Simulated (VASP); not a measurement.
# Tc (P6/mmm) in VASP: single point with LDA

Aim: the single point of Tc with LDA.

All numbers are computed with VASP 6.6.1; they aren't measurements. Logs are shortened: lines on timing, memory, paths and dates and some standing lists are left out, and cuts for length are marked.

### 1 The cell of the first run

Symmetry: P6/mmm, No. 191, hexagonal system. The conventional cell has a = 2.859 Å, b = 2.859 Å, c = 4.076 Å, α = 90.00°, β = 90.00°, γ = 120.00°. Within 3.8 Å of Tc (site symmetry 6/mmm) lie 6 Tc at 2.86 Å.

### 2 Single point, LDA

INCAR

```
ALGO     = Normal         # electronic algorithm
EDIFF    = 1E-6           # SCF threshold, eV
ENCUT    = 500            # plane-wave cutoff, eV
GGA      = CA             # functional
GGA_COMPAT= False        
ISIF     = 2              # what is computed and relaxed
ISMEAR   = -1             # smearing method
LASPH    = True           # aspherical terms in the spheres
LCHARG   = False          # write CHGCAR
LREAL    = False          # projectors in reciprocal space
LWAVE    = False          # write WAVECAR
NBANDS   = 12             # bands
NELM     = 120            # most SCF steps
PREC     = Accurate       # precision mode
SIGMA    = 0.1            # smearing width, eV
```

KPOINTS

```
k-points
0
Gamma
  12 12 7
```

POSCAR

```
Tc
1.0
    2.8588700000      0.0000000000      0.0000000000
   -1.4294350000      2.4758540000      0.0000000000
    0.0000000000      0.0000000000      4.0762940000
Tc
1
Direct
    0.3333333333      0.6666666667      0.0000000000
```

Potentials or basis: VASP PAW LDA potentials, release 64 (Tc_pv).

On the command line:

```bash
$ cat potpaw_LDA.64/Tc_pv/POTCAR > POTCAR
$ mpirun -np 1 vasp_std > vasp.out
```

OUTCAR:

```text
EDIFF = 1E-6
   ENCUT = 500
   GGA = CA
   ISIF = 2
   ISMEAR = -1
   LASPH = True
   LREAL = False
   NELM = 120
   PREC = Accurate

 ion  position               nearest neighbor table
   1  0.333  0.667  0.000-

  LATTYP: Found a hexagonal cell.
 ALAT       =     2.8588700000
 C/A-ratio  =     1.4258409791

  Lattice vectors:

 A1 = (   2.8588700000,   0.0000000000,   0.0000000000)
 A2 = (  -1.4294350000,   2.4758540000,   0.0000000000)
 A3 = (   0.0000000000,   0.0000000000,   4.0762940000)

Analysis of symmetry for initial positions (statically):
=====================================================================
 Subroutine PRICEL returns:
 Original cell was already a primitive cell.

 Routine SETGRP: Setting up the symmetry group for a
 hexagonal supercell.

 Subroutine GETGRP returns: Found 24 space group operations
 (whereof 12 operations were pure point group operations)
 out of a pool of 24 trial point group operations.

The static configuration has the point symmetry D_3h.
 The point group associated with its full space group is D_6h.

Analysis of symmetry for dynamics (positions and initial velocities):
=====================================================================
 Subroutine PRICEL returns:
 Original cell was already a primitive cell.

 Routine SETGRP: Setting up the symmetry group for a
 hexagonal supercell.

 Subroutine GETGRP returns: Found 24 space group operations
 (whereof 12 operations were pure point group operations)
 out of a pool of 24 trial point group operations.

The dynamic configuration has the point symmetry D_3h.
 The point group associated with its full space group is D_6h.

 Subroutine INISYM returns: Found 24 space group operations
 (whereof 12 operations are pure point group operations),
 and found     1 'primitive' translations

----------------------------------------------------------------------------------------

                                     Primitive cell

  volume of cell :      28.8526

  direct lattice vectors                    reciprocal lattice vectors
     2.858870000  0.000000000  0.000000000     0.349788553  0.201950519  0.000000000
    -1.429435000  2.475854000  0.000000000     0.000000000  0.403901038  0.000000000
     0.000000000  0.000000000  4.076294000     0.000000000  0.000000000  0.245320872

  length of vectors
     2.858870000  2.858869960  4.076294000     0.403901032  0.403901038  0.245320872

  position of ions in fractional coordinates (direct lattice)
     0.333333333  0.666666667  0.000000000

  ion indices of the primitive-cell ions
   primitive index   ion index
                 1           1

----------------------------------------------------------------------------------------

 KPOINTS: k-points

Automatic generation of k-mesh.
 Grid dimensions read from file:
 generate k-points for:   12   12    7

 Generating k-lattice:

  Cartesian coordinates                     Fractional coordinates (reciprocal lattice)
     0.029149046  0.016829210  0.000000000     0.083333333  0.000000000  0.000000000
     0.000000000  0.033658420  0.000000000     0.000000000  0.083333333  0.000000000
     0.000000000  0.000000000  0.035045839     0.000000000  0.000000000  0.142857143

  Length of vectors
     0.033658419  0.033658420  0.035045839

  Shift w.r.t. Gamma in fractional coordinates (k-lattice)
     0.000000000  0.000000000  0.000000000

 Subroutine IBZKPT returns following result:
 ===========================================

 Found     76 irreducible k-points:

 Following reciprocal coordinates:
            Coordinates               Weight
  0.000000  0.000000  0.000000      1.000000
  0.083333 -0.000000  0.000000      6.000000
  0.166667 -0.000000  0.000000      6.000000
  0.250000 -0.000000  0.000000      6.000000
  0.333333  0.000000  0.000000      6.000000
  0.416667  0.000000  0.000000      6.000000
[... 16 lines left out ...]
  0.250000 -0.000000  0.142857     12.000000
  0.333333  0.000000  0.142857     12.000000
 [... further k-points ...]
   k-points           NKPTS =     76   k-points in BZ     NKDIM =     76   number of bands    NBANDS=     12
   number of dos      NEDOS =    301   number of ions     NIONS =      1
   total plane-waves  NPLWV =  17280
   dimension x,y,z NGX =    24 NGY =   24 NGZ =   30
   dimension x,y,z NGXF=    48 NGYF=   48 NGZF=   60
   ions per type =               1
   NGX,Y,Z   is equivalent  to a cutoff of  13.96, 13.96, 12.24 a.u.
   NGXF,Y,Z  is equivalent  to a cutoff of  27.91, 27.91, 24.47 a.u.
 SYSTEM =  unknown system
   PREC   = accura    normal or accurate (medium, high low for compatibility)
   ISTART =      0    job   : 0-new  1-cont  2-samecut
   ICHARG =      2    charge: 1-file 2-atom 10-const
   ISPIN  =      1    spin polarized calculation?
   LNONCOLLINEAR =      F non collinear calculations
   LSORBIT =      F    spin-orbit coupling
   LASPH  =      T    aspherical Exc in radial PAW
   ENCUT  =  500.0 eV  36.75 Ry    6.06 a.u.   5.21  5.21  7.43*2*pi/ulx,y,z
   NELM   =    120;   NELMIN=  2; NELMDL= -5     # of ELM steps
   EDIFF  = 0.1E-05   stopping-criterion for ELM
   LREAL  =      F    real-space projection
   EDIFFG = 0.1E-04   stopping-criterion for IOM
   NSW    =      0    number of steps for IOM
   IBRION =     -1    ionic relax: 0-MD 1-quasi-New 2-CG
   NFREE  =      0    steps in history (QN), initial steepest desc. (CG)
   ISIF   =      2    stress and relaxation
   ISYM   =      2    0-nonsym 1-usesym 2-fastsym
   POTIM  = 0.5000    time-step for ionic-motion
   TEBEG  =    0.0;   TEEND  =   0.0 temperature during run
   PSTRESS=    0.0 pullay stress
   NELECT =      13.0000    total number of electrons
   NUPDOWN=      -1.0000    fix difference up-down
   EMIN   =  10.00;   EMAX   =-10.00  energy-range for DOS
   EFERMI =   0.00;   METHOD = LEGACY
   ISMEAR =    -1;   SIGMA  =   0.10  broadening in eV -4-tet -1-fermi 0-gaus
   EFERMI_NEDOS =   21; number of points for ismear=-14 and -15
   IALGO  =     38    algorithm
   IMIX   =      4    mixing-type and parameters
     AMIX     =   0.40;   BMIX     =  1.00
     AMIX_MAG =   1.60;   BMIX_MAG =  1.00
  volume/ion in A,a.u.               =      28.85       194.71
  Fermi-wavevector in a.u.,A,eV,Ry     =   1.255050  2.371700 21.431218  1.575150
  Thomas-Fermi vector in A             =   2.388825
   LORBIT       =      0    0 simple, 1 ext, 2 COOP (PROOUT), +10 PAW based schemes
   GGA     = CA    functional components
   LHFCALC =     F    Hartree Fock is set to
   AEXX    =    0.0000 exact exchange contribution
   IVDW    =     0    specifies the selected vdW correction
   LEPSILON=     F    determine dielectric tensor
   LRPA    =     F    only Hartree local field effects (RPA)
 non-spin polarized calculation
  energy-cutoff  :      500.00
  volume of cell :       28.85
 maximum number of plane-waves:       752
 NGX is ok and might be reduce to    24
   NGX = 11   NGY = 11   NGZ = 15

 number of electron      13.0000003 magnetization

 Free energy of the ion-electron system (eV)
  ---------------------------------------------------
  ext. energy  EPLUGINS =         0.00000000
  ---------------------------------------------------
  free energy    TOTEN  =        -8.38482309 eV

  energy without entropy =       -8.29051626  energy(sigma->0) =       -8.33766967

 E-fermi :   3.8145     XC(G=0):  -9.9987

 val. band max:        3.8031103019   @ k =   0.3333   0.3333   0.1429
 cond. band min:       3.8151656396   @ k =   0.1667  -0.0000   0.1429
 fundamental gap:      0.0120553378
 Fermi energy:         3.8144585482

 k-point     1 :       0.0000    0.0000    0.0000
  band No.  band energies     occupation
      1     -34.9035      2.00000
      2     -34.4288      2.00000
      3     -34.4288      2.00000
      4      -1.0017      2.00000
      5       1.5945      2.00000
      6       2.9686      1.99958
      7       2.9686      1.99958
      8       5.0115      0.00001
      9       5.0115      0.00001
     10       8.8548      0.00000
     11      14.4513      0.00000
     12      19.0971      0.00000

 k-point     2 :       0.0833   -0.0000    0.0000
  band No.  band energies     occupation
      1     -34.8980      2.00000
      2     -34.4706      2.00000
      3     -34.4387      2.00000
      4      -0.7611      2.00000
      5       1.6958      2.00000
      6       2.8262      1.99990
      7       3.1475      1.99747
      8       4.6132      0.00068
      9       4.9677      0.00002
     10       9.4018      0.00000
     11      14.4831      0.00000
     12      19.3969      0.00000

 k-point     3 :       0.1667   -0.0000    0.0000
  band No.  band energies     occupation
      1     -34.8830      2.00000
      2     -34.5836      2.00000
      3     -34.4654      2.00000
      4      -0.1127      2.00000
      5       1.9611      2.00000
      6       2.5570      1.99999
      7       3.6628      1.64016
      8       3.8202      0.97149
      9       4.8502      0.00006
     10      10.6275      0.00000
     11      14.5768      0.00000
     12      19.1887      0.00000
[... 286 lines left out ...]
 k-point    23 :       0.2500   -0.0000    0.1429
  band No.  band energies     occupation
      1     -34.8637      2.00000
      2     -34.7356      2.00000
      3     -34.5017      2.00000
      4       0.6106      2.00000
      5       2.2560      2.00000
      6       2.7763      1.99994
      7       3.1650      1.99698
      8       4.4455      0.00363
      9       4.6766      0.00036
     10      10.6691      0.00000
     11      16.1491      0.00000
     12      17.1506      0.00000

 k-point    24 :       0.3333    0.0000    0.1429
  band No.  band energies     occupation
      1     -34.8850      2.00000
      2     -34.8430      2.00000
      3     -34.5378      2.00000
      4       0.6147      2.00000
      5       2.2046      2.00000
      6       3.1562      1.99724
      7       3.8405      0.87054
      8       4.5234      0.00167
      9       5.3488      0.00000
     10      11.7781      0.00000
     11      14.3927      0.00000
     12      16.6168      0.00000

 [... further k-points ...]
[... 5 lines left out ...]
  --------------------------------------------------------------------------------------
  -------------------------------------------------------------------------------------
  Total       -6.8741185     -6.8741183     -2.8883642      0.0000000      0.0000000     -0.0000000
  in kB     -381.7180190   -381.7180048   -160.3901127      0.0000000      0.0000000     -0.0000000
  external PRESSURE =    -307.9420455 kB  Pullay stress =       0.0000000 kB

 VOLUME and BASIS-vectors are now :
 -----------------------------------------------------------------------------
  energy-cutoff  :      500.00
  volume of cell :       28.85
      direct lattice vectors                 reciprocal lattice vectors
     2.858870000  0.000000000  0.000000000     0.349788553  0.201950519  0.000000000
    -1.429435000  2.475854000  0.000000000     0.000000000  0.403901038  0.000000000
     0.000000000  0.000000000  4.076294000     0.000000000  0.000000000  0.245320872

 POSITION                                       TOTAL-FORCE (eV/Angst)
 -----------------------------------------------------------------------------------
     -0.00000      1.65057      0.00000        -0.000000      0.000000      0.000000
 -----------------------------------------------------------------------------------
    total drift:                                0.000000     -0.000000     -0.000000

  FREE ENERGIE OF THE ION-ELECTRON SYSTEM (eV)
  ---------------------------------------------------
  free  energy   TOTEN  =        -8.3848230905 eV

  energy  without entropy=       -8.2905162580  energy(sigma->0) =       -8.33766967
```

Run time: 39 s. Hardware: 1 thread of AMD EPYC 7R13, shared host; peak memory 0.12 GiB.

What came out:

| Quantity | Value |
| --- | --- |
| Free energy | -8.3848 eV |
| Pressure | -30.8 GPa |
